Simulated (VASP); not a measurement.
**Er: single point with PBE**

Er:

```
Er
1.0
     0.00000    2.48451    2.48451
     2.48451    0.00000    2.48451
     2.48451    2.48451    0.00000
Er
1
Direct
  0.00000 0.00000 0.00000
```

```yaml
Program: VASP 6.6.1
Task: single point
Functional: PBE
Potentials_or_basis: VASP PAW PBE potentials, release 64 (Er)
Cutoff: 520 eV
k_mesh: 8 × 8 × 8
Occupations: gaussian, width 0.05 eV
Spin: collinear spin, ferromagnetic start
Starting_moments: "[3.0] μB"
Dipole_correction: no
Further_INCAR_settings: ALGO = Normal; EDIFF = 1e-06; NBANDS = 21
```

| Item | Value |
| --- | --- |
| Pressure | 2.4 GPa |
| Net moment | 2.22 μB per cell |
| Site moments | Er +2.36 μB |
| Valence electrons inside the program's atomic spheres | Er 19.66 |

Levels at points of the mesh, in eV from the Fermi level:
Spin up:
| k point | band 10 | band 11 | band 12 | band 13 | band 14 | band 15 |
| --- | --- | --- | --- | --- | --- | --- |
| (0.00, 0.00, 0.00) | -1.76 | -1.76 | -1.76 | 2.61 | 2.61 | 2.61 |
| (0.50, 0.00, 0.00) | -1.88 | -1.88 | -1.75 | 1.06 | 2.39 | 2.39 |
| (0.50, 0.50, 0.00) | -1.87 | -1.87 | -1.61 | -0.47 | 2.69 | 6.93 |
Spin down:
```tsv
k point	band 8	band 9	band 10	band 11	band 12	band 13
(0.00, 0.00, 0.00)	-0.59	-0.07	-0.07	-0.07	0.17	2.69
(0.50, 0.00, 0.00)	-0.59	-0.18	0.06	0.06	0.30	1.11
(0.50, 0.50, 0.00)	-0.74	-0.51	-0.06	0.05	0.05	0.47
```

Wall time 93 s on 1 thread of Intel(R) Xeon(R) Platinum 8259CL CPU @ 2.50GHz (Skylake/Cascade Lake), with other jobs on the host, peak memory 0.2 GiB.

Caveat: the magnetic or orbital state may not be the lowest; spin-orbit coupling is left out, which moves the levels of the heavy elements. The state reached can hang on the start; a lower one may exist.
